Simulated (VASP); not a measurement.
# AlRu (P4/mmm) in VASP: notebook

The runs below take AlRu through single point, with PBE.

Program: VASP 6.6.1. These are calculated values, not measurements. Logs are shortened: lines on timing, memory, paths and dates and some standing lists are left out, and cuts for length are marked.

**1. The cell of the first run**

Symmetry: P4/mmm, No. 123, tetragonal system. Conventional cell: a = 2.992 Å, b = 2.992 Å, c = 2.812 Å, α = 90.00°, β = 90.00°, γ = 90.00°. Within 3.4 Å of Al (site symmetry 4/mmm) lie 8 Ru at 2.54 Å and 6 Al at 2.81 to 2.99 Å. Ru (site symmetry 4/mmm) has 8 Al at 2.54 Å and 6 Ru at 2.81 to 2.99 Å within 3.4 Å.

**2. Single point, PBE (strain -0.0600 x Voigt [1, 0, 0, 0, 0, 0])**

File INCAR:

```
SYSTEM = AlRu
ALGO     = Fast           ! electronic algorithm
EDIFF    = 1E-6           ! SCF threshold, eV
ENCUT    = 520            ! plane-wave cutoff, eV
GGA      = PE             ! functional
ISIF     = 2              ! what is computed and relaxed
ISMEAR   = 0              ! smearing method
LASPH    = .True.         ! aspherical terms in the spheres
LCHARG   = .False.        ! write CHGCAR
LREAL    = .False.        ! projectors in reciprocal space
LWAVE    = .False.        ! write WAVECAR
NBANDS   = 16             ! bands
NELM     = 60             ! most SCF steps
PREC     = Accurate       ! precision mode
SIGMA    = 0.15           ! smearing width, eV
```

File KPOINTS:

```
k-points
0
Gamma
  16 16 16
  0 0 0
```

File POSCAR:

```
AlRu
1.0
    2.8121040000      0.0000000000      0.0000000000
    0.0000000000      2.9916000000      0.0000000000
    0.0000000000      0.0000000000      2.9916000000
Al Ru
1 1
Direct
    0.0000000000      0.0000000000      0.0000000000
    0.5000000000      0.5000000000      0.5000000000
```

Potentials or basis: VASP PAW PBE potentials, release 64 (Al, Ru_pv).

Run with:

```sh
> cat potpaw_PBE.64/Al/POTCAR potpaw_PBE.64/Ru_pv/POTCAR > POTCAR
> mpirun -np 1 vasp_std > vasp.out
```

OUTCAR:

```text
SYSTEM = AlRu
   EDIFF = 1E-6
   ENCUT = 520
   GGA = PE
   ISIF = 2
   ISMEAR = 0
   LASPH = .True.
   LREAL = .False.
   NELM = 60
   PREC = Accurate

 ion  position               nearest neighbor table
   1  0.000  0.000  0.000-   2 2.54   2 2.54   2 2.54   2 2.54   2 2.54   2 2.54   2 2.54   2 2.54

   2  0.500  0.500  0.500-   1 2.54   1 2.54   1 2.54   1 2.54   1 2.54   1 2.54   1 2.54   1 2.54

  LATTYP: Found a simple tetragonal cell.
 ALAT       =     2.9916000000
 C/A-ratio  =     0.9400000000

  Lattice vectors:

 A1 = (   0.0000000000,   2.9916000000,   0.0000000000)
 A2 = (   0.0000000000,   0.0000000000,   2.9916000000)
 A3 = (   2.8121040000,   0.0000000000,   0.0000000000)

Analysis of symmetry for initial positions (statically):
=====================================================================
 Subroutine PRICEL returns:
 Original cell was already a primitive cell.

 Routine SETGRP: Setting up the symmetry group for a
 simple tetragonal supercell.

 Subroutine GETGRP returns: Found 16 space group operations
 (whereof 16 operations were pure point group operations)
 out of a pool of 16 trial point group operations.

The static configuration has the point symmetry D_4h.

Analysis of symmetry for dynamics (positions and initial velocities):
=====================================================================
 Subroutine PRICEL returns:
 Original cell was already a primitive cell.

 Routine SETGRP: Setting up the symmetry group for a
 simple tetragonal supercell.

 Subroutine GETGRP returns: Found 16 space group operations
 (whereof 16 operations were pure point group operations)
 out of a pool of 16 trial point group operations.

The dynamic configuration has the point symmetry D_4h.

 Subroutine INISYM returns: Found 16 space group operations
 (whereof 16 operations are pure point group operations),
 and found     1 'primitive' translations

----------------------------------------------------------------------------------------

                                     Primitive cell

  volume of cell :      25.1674

  direct lattice vectors                    reciprocal lattice vectors
     2.812104000  0.000000000  0.000000000     0.355605625  0.000000000  0.000000000
     0.000000000  2.991600000  0.000000000     0.000000000  0.334269287  0.000000000
     0.000000000  0.000000000  2.991600000     0.000000000  0.000000000  0.334269287

  length of vectors
     2.812104000  2.991600000  2.991600000     0.355605625  0.334269287  0.334269287

  position of ions in fractional coordinates (direct lattice)
[... 74 lines left out ...]
   LNONCOLLINEAR =      F non collinear calculations
   LSORBIT =      F    spin-orbit coupling
   LASPH  =      T    aspherical Exc in radial PAW
   ENCUT  =  520.0 eV  38.22 Ry    6.18 a.u.   5.23  5.56  5.56*2*pi/ulx,y,z
   NELM   =     60;   NELMIN=  2; NELMDL= -5     # of ELM steps
   EDIFF  = 0.1E-05   stopping-criterion for ELM
   LREAL  =      F    real-space projection
[... 7 lines left out ...]
   TEBEG  =    0.0;   TEEND  =   0.0 temperature during run
   PSTRESS=    0.0 pullay stress
   NELECT =      17.0000    total number of electrons
   NUPDOWN=      -1.0000    fix difference up-down
   EMIN   =  10.00;   EMAX   =-10.00  energy-range for DOS
   EFERMI =   0.00;   METHOD = LEGACY
   ISMEAR =     0;   SIGMA  =   0.15  broadening in eV -4-tet -1-fermi 0-gaus
   EFERMI_NEDOS =   21; number of points for ismear=-14 and -15
   IALGO  =     68    algorithm
   IMIX   =      4    mixing-type and parameters
     AMIX     =   0.40;   BMIX     =  1.00
     AMIX_MAG =   1.60;   BMIX_MAG =  1.00
  volume/ion in A,a.u.               =      12.58        84.92
  Fermi-wavevector in a.u.,A,eV,Ry     =   1.436410  2.714421 28.072531  2.063273
  Thomas-Fermi vector in A             =   2.555601
   LORBIT       =      0    0 simple, 1 ext, 2 COOP (PROOUT), +10 PAW based schemes
   GGA     = PE    functional components
   LHFCALC =     F    Hartree Fock is set to
   AEXX    =    0.0000 exact exchange contribution
   IVDW    =     0    specifies the selected vdW correction
   LEPSILON=     F    determine dielectric tensor
   LRPA    =     F    only Hartree local field effects (RPA)
 non-spin polarized calculation
 RMM-DIIS sequential band-by-band and
 Gauss-broadening in eV      SIGMA  =   0.15
  energy-cutoff  :      520.00
  volume of cell :       25.17
 maximum number of plane-waves:       703
 NGX is ok and might be reduce to    24
   NGX = 11   NGY = 11   NGZ = 11

 number of electron      16.9999995 magnetization

 Free energy of the ion-electron system (eV)
  ---------------------------------------------------
  ext. energy  EPLUGINS =         0.00000000
  ---------------------------------------------------
  free energy    TOTEN  =       -14.12202317 eV

  energy without entropy =      -14.10533577  energy(sigma->0) =      -14.11367947

 E-fermi :  11.6641     XC(G=0): -12.8859

 val. band max:       11.6591145093   @ k =   0.0625   0.1875   0.1250
 cond. band min:      11.6707982675   @ k =   0.1250   0.2500   0.0000
 fundamental gap:      0.0116837582
 Fermi energy:        11.6641310083

 k-point     1 :       0.0000    0.0000    0.0000
  band No.  band energies     occupation
      1     -30.1895      2.00000
      2     -30.1895      2.00000
      3     -30.0933      2.00000
      4       1.5706      2.00000
      5       7.6822      2.00000
      6       7.6948      2.00000
[... 433 lines left out ...]
      3     -30.1616      2.00000
      4       3.7726      2.00000
      5       8.0283      2.00000
      6       8.5195      2.00000
[... 8 lines left out ...]
     15      26.3177      0.00000
     16      26.5845      0.00000

 [... further k-points ...]

------------------------ aborting loop because EDIFF is reached ----------------------------------------

  FORCE on cell =-STRESS in cart. coord.  units (eV):
  Direction    XX          YY          ZZ          XY          YZ          ZX
  --------------------------------------------------------------------------------------
  -------------------------------------------------------------------------------------
  Total        4.3118219      2.1326048      2.1326048     -0.0000000      0.0000000     -0.0000000
  in kB      274.4940736    135.7633500    135.7633500     -0.0000000      0.0000000     -0.0000000
  external PRESSURE =     182.0069246 kB  Pullay stress =       0.0000000 kB

 VOLUME and BASIS-vectors are now :
 -----------------------------------------------------------------------------
  energy-cutoff  :      520.00
  volume of cell :       25.17
      direct lattice vectors                 reciprocal lattice vectors
     2.812104000  0.000000000  0.000000000     0.355605625  0.000000000  0.000000000
     0.000000000  2.991600000  0.000000000     0.000000000  0.334269287  0.000000000
     0.000000000  0.000000000  2.991600000     0.000000000  0.000000000  0.334269287

 POSITION                                       TOTAL-FORCE (eV/Angst)
 -----------------------------------------------------------------------------------
      0.00000      0.00000      0.00000         0.000000      0.000000      0.000000
      1.40605      1.49580      1.49580         0.000000      0.000000      0.000000
 -----------------------------------------------------------------------------------
    total drift:                                0.000000     -0.000000     -0.000000

  FREE ENERGIE OF THE ION-ELECTRON SYSTEM (eV)
  ---------------------------------------------------
  free  energy   TOTEN  =       -14.1220231699 eV

  energy  without entropy=      -14.1053357742  energy(sigma->0) =      -14.11367947
```

Run time: 2.4 min. Hardware: 1 thread of Intel Xeon 8259CL, shared host; peak memory 0.27 GiB.

Results:

| Property | Result |
| --- | --- |
| Free energy | -14.1220 eV |
| Pressure | 18.2 GPa |
| Band gap on the k mesh | zero (an odd number of electrons rules out a gap without spin polarisation) |

Levels at points of the mesh, in eV from the Fermi level:
| k point | band 6 | band 7 | band 8 | band 9 | band 10 | band 11 | band 12 | band 13 |
| --- | --- | --- | --- | --- | --- | --- | --- | --- |
| (0.00, 0.00, 0.00) | -3.97 | -0.13 | 0.33 | 0.33 | 5.69 | 5.69 | 7.72 | 11.00 |
| (0.50, 0.00, 0.00) | -2.90 | -2.08 | -2.08 | 0.26 | 3.25 | 7.32 | 10.77 | 10.77 |
| (0.00, 0.50, 0.00) | -3.20 | -2.03 | -1.24 | 0.57 | 2.11 | 7.33 | 10.76 | 12.47 |
| (0.50, 0.50, 0.00) | -1.66 | -1.55 | -1.41 | -1.08 | 1.74 | 6.10 | 6.95 | 10.58 |
| (0.00, 0.50, 0.50) | -1.69 | -1.69 | -0.90 | -0.90 | 1.37 | 5.08 | 6.51 | 12.08 |
| (0.50, 0.50, 0.50) | -4.94 | 1.53 | 1.99 | 2.93 | 4.11 | 4.11 | 4.57 | 8.47 |

Caveat: the cell differs from its parent crystal (strain -0.0600 x Voigt [1, 0, 0, 0, 0, 0]); the stress differs along the axes, from 14 to 27 GPa.

**3. Single point, PBE (strain -0.0450 x Voigt [1, 0, 0, 0, 0, 0])**

File INCAR:

```
  PREC = Accurate
  ENCUT = 520
  EDIFF = 1E-6
  ISMEAR = 0
  SIGMA = 0.15
  LREAL = False
  LASPH = True
  NELM = 60
  ALGO = Fast
  ISIF = 2
  LWAVE = False
  LCHARG = True
  GGA = PE
  LELF = True
  LVHAR = True
  NBANDS = 16
```

File KPOINTS:

```
regular mesh
0
Gamma
  16 16 16
```

POSCAR, as its differences from that of step 2:

```diff
@@ -2,3 +2,3 @@
 1.0
-    2.8121040000      0.0000000000      0.0000000000
+    2.8569780000      0.0000000000      0.0000000000
     0.0000000000      2.9916000000      0.0000000000
```

Potentials or basis: VASP PAW PBE potentials, release 64 (Al, Ru_pv).

Run with:

```sh
> cat potpaw_PBE.64/Al/POTCAR potpaw_PBE.64/Ru_pv/POTCAR > POTCAR
> mpirun -np 1 vasp_std > vasp.out
```

It took 2.5 min on 1 thread of Intel Xeon 8259CL, shared host; peak memory 0.27 GiB.

Results (log left out):

| Item | Value |
| --- | --- |
| Free energy | -14.1819 eV |
| Pressure | 13.8 GPa |
| Band gap on the k mesh | zero (an odd number of electrons rules out a gap without spin polarisation) |

Stress tensor (GPa, compression positive):
```
20.22  0.00  0.00
 0.00 10.62  0.00
 0.00  0.00 10.62
```

Levels at points of the mesh, in eV from the Fermi level:
```csv
k point,band 5,band 6,band 7,band 8,band 9,band 10,band 11,band 12,band 13,band 14
"(0.00, 0.00, 0.00)",-3.87,-3.86,-0.04,0.29,0.29,5.80,5.80,7.28,11.03,11.33
"(0.50, 0.00, 0.00)",-5.24,-2.86,-1.94,-1.94,0.31,2.99,7.36,10.84,10.84,13.21
"(0.00, 0.50, 0.00)",-5.78,-3.08,-1.91,-1.34,0.53,2.16,7.37,10.84,12.09,12.92
"(0.50, 0.50, 0.00)",-3.21,-1.52,-1.50,-1.35,-1.16,1.70,5.87,6.77,10.58,12.09
"(0.00, 0.50, 0.50)",-3.42,-1.61,-1.61,-0.97,-0.97,1.42,5.15,6.45,11.72,12.10
"(0.50, 0.50, 0.50)",-4.96,-4.86,1.56,1.90,2.84,4.12,4.12,4.45,8.49,9.15
```

Caveat: the cell differs from its parent crystal (strain -0.0450 x Voigt [1, 0, 0, 0, 0, 0]); the stress differs along the axes, from 11 to 20 GPa.

**4. Single point, PBE (strain -0.0300 x Voigt [1, 0, 0, 0, 0, 0])**

File INCAR:

```
SYSTEM = AlRu
PREC = Accurate ; ENCUT = 520
EDIFF = 1E-7 ; ISMEAR = 0
SIGMA = 0.15 ; LREAL = .FALSE.
LASPH = .TRUE. ; NELM = 80
ALGO = Fast ; ISIF = 2
LWAVE = .FALSE. ; LCHARG = .FALSE.
GGA = PE ; NBANDS = 16
```

File KPOINTS:

```
Automatic mesh
0
G
  16 16 16
  0 0 0
```

POSCAR, as its differences from that of step 3:

```diff
@@ -2,3 +2,3 @@
 1.0
-    2.8569780000      0.0000000000      0.0000000000
+    2.9018520000      0.0000000000      0.0000000000
     0.0000000000      2.9916000000      0.0000000000
```

Potentials or basis: VASP PAW PBE potentials, release 64 (Al, Ru_pv).

Run with:

```sh
> cat potpaw_PBE.64/Al/POTCAR potpaw_PBE.64/Ru_pv/POTCAR > POTCAR
> mpirun -np 1 vasp_std > vasp.out
```

OUTCAR:

```text
SYSTEM = AlRu
   PREC = Accurate
   ENCUT = 520
   EDIFF = 1E-7
   ISMEAR = 0
   LREAL = .FALSE.
   LASPH = .TRUE.
   NELM = 80
   ISIF = 2
   GGA = PE

 ion  position               nearest neighbor table
   1  0.000  0.000  0.000-   2 2.57   2 2.57   2 2.57   2 2.57   2 2.57   2 2.57   2 2.57   2 2.57

   2  0.500  0.500  0.500-   1 2.57   1 2.57   1 2.57   1 2.57   1 2.57   1 2.57   1 2.57   1 2.57

  LATTYP: Found a simple tetragonal cell.
 ALAT       =     2.9916000000
 C/A-ratio  =     0.9700000000

  Lattice vectors:

 A1 = (   0.0000000000,   2.9916000000,   0.0000000000)
 A2 = (   0.0000000000,   0.0000000000,   2.9916000000)
 A3 = (   2.9018520000,   0.0000000000,   0.0000000000)

Analysis of symmetry for initial positions (statically):
=====================================================================
 Subroutine PRICEL returns:
 Original cell was already a primitive cell.

 Routine SETGRP: Setting up the symmetry group for a
 simple tetragonal supercell.

 Subroutine GETGRP returns: Found 16 space group operations
 (whereof 16 operations were pure point group operations)
 out of a pool of 16 trial point group operations.

The static configuration has the point symmetry D_4h.

[... 164 lines left out ...]
 val. band max:       11.1756527916   @ k =   0.3750   0.1250   0.0000
 cond. band min:      11.1774977120   @ k =   0.1250   0.0625   0.0000
 fundamental gap:      0.0018449205
 Fermi energy:        11.1757463334

 k-point     1 :       0.0000    0.0000    0.0000
  band No.  band energies     occupation
      1     -30.6322      2.00000
      2     -30.6322      2.00000
      3     -30.5917      2.00000
      4       1.2980      2.00000
      5       7.4113      2.00000
      6       7.4204      2.00000
[... 433 lines left out ...]
      3     -30.6119      2.00000
      4       3.3964      2.00000
      5       7.5318      2.00000
      6       8.1437      2.00000
[... 8 lines left out ...]
     15      25.6022      0.00000
     16      25.7603      0.00000

 [... further k-points ...]

------------------------ aborting loop because EDIFF is reached ----------------------------------------

  FORCE on cell =-STRESS in cart. coord.  units (eV):
  Direction    XX          YY          ZZ          XY          YZ          ZX
  --------------------------------------------------------------------------------------
  -------------------------------------------------------------------------------------
  Total        2.2153921      1.2527470      1.2527470      0.0000000      0.0000000      0.0000000
  in kB      136.6717855     77.2843644     77.2843644      0.0000000      0.0000000      0.0000000
  external PRESSURE =      97.0801714 kB  Pullay stress =       0.0000000 kB

 VOLUME and BASIS-vectors are now :
 -----------------------------------------------------------------------------
  energy-cutoff  :      520.00
  volume of cell :       25.97
      direct lattice vectors                 reciprocal lattice vectors
     2.901852000  0.000000000  0.000000000     0.344607513  0.000000000  0.000000000
     0.000000000  2.991600000  0.000000000     0.000000000  0.334269287  0.000000000
     0.000000000  0.000000000  2.991600000     0.000000000  0.000000000  0.334269287

 POSITION                                       TOTAL-FORCE (eV/Angst)
 -----------------------------------------------------------------------------------
      0.00000      0.00000      0.00000         0.000000      0.000000      0.000000
      1.45093      1.49580      1.49580         0.000000      0.000000      0.000000
 -----------------------------------------------------------------------------------
    total drift:                                0.000000     -0.000000     -0.000000

  FREE ENERGIE OF THE ION-ELECTRON SYSTEM (eV)
  ---------------------------------------------------
  free  energy   TOTEN  =       -14.2244304335 eV

  energy  without entropy=      -14.2063699353  energy(sigma->0) =      -14.21540018
```

Wall time 3 min (1 thread of Intel Xeon 8259CL, shared host); peak memory 0.27 GiB.

Results:

```yaml
Free_energy: -14.2244 eV
Pressure: 9.7 GPa
Band_gap_on_the_k_mesh: zero (an odd number of electrons rules out a gap without spin polarisation)
```

Levels at points of the mesh, in eV from the Fermi level:
| k point | band 5 | band 6 | band 7 | band 8 | band 9 | band 10 | band 11 | band 12 | band 13 | band 14 |
| --- | --- | --- | --- | --- | --- | --- | --- | --- | --- | --- |
| (0.00, 0.00, 0.00) | -3.76 | -3.76 | 0.03 | 0.24 | 0.24 | 5.89 | 5.89 | 6.86 | 11.03 | 11.20 |
| (0.50, 0.00, 0.00) | -5.33 | -2.83 | -1.83 | -1.83 | 0.35 | 2.75 | 7.39 | 10.91 | 10.91 | 13.05 |
| (0.00, 0.50, 0.00) | -5.68 | -2.97 | -1.81 | -1.44 | 0.49 | 2.21 | 7.40 | 10.90 | 11.72 | 12.86 |
| (0.50, 0.50, 0.00) | -3.16 | -1.46 | -1.40 | -1.29 | -1.24 | 1.65 | 5.67 | 6.59 | 10.58 | 12.10 |
| (0.00, 0.50, 0.50) | -3.29 | -1.53 | -1.53 | -1.05 | -1.05 | 1.46 | 5.21 | 6.39 | 11.32 | 14.89 |
| (0.50, 0.50, 0.50) | -4.85 | -4.79 | 1.58 | 1.80 | 2.75 | 4.12 | 4.12 | 4.33 | 8.51 | 8.94 |

Caveat: the cell differs from its parent crystal (strain -0.0300 x Voigt [1, 0, 0, 0, 0, 0]); the stress differs along the axes, from 8 to 14 GPa.

**5. Summary**

| cell | further INCAR settings | gap on the mesh (eV) | pressure (GPa) |
| --- | --- | --- | --- |
| a = 2.812, b = 2.992, c = 2.992 Å, 2 atoms | ALGO = Fast; EDIFF = 1e-06; NBANDS = 16 | none | 18.2 |
| a = 2.857, b = 2.992, c = 2.992 Å, 2 atoms | ALGO = Fast; EDIFF = 1e-06; NBANDS = 16 | none | 13.8 |
| a = 2.902, b = 2.992, c = 2.992 Å, 2 atoms | ALGO = Fast; EDIFF = 1e-07; NBANDS = 16 | none | 9.7 |

Alike in all rows: task single point; level PBE; potentials or basis VASP PAW PBE potentials, release 64 (Al, Ru_pv); no spin polarisation; k mesh 16 × 16 × 16; cutoff (eV) 520; smearing gaussian 0.15 eV.

Caveats: the stress differs along the axes, from 14 to 27 GPa (at least some runs); the stress differs along the axes, from 11 to 20 GPa (at least some runs); the stress differs along the axes, from 8 to 14 GPa (at least some runs).

Total energies depend on the potentials used, so only differences within one code and one set of settings carry meaning.
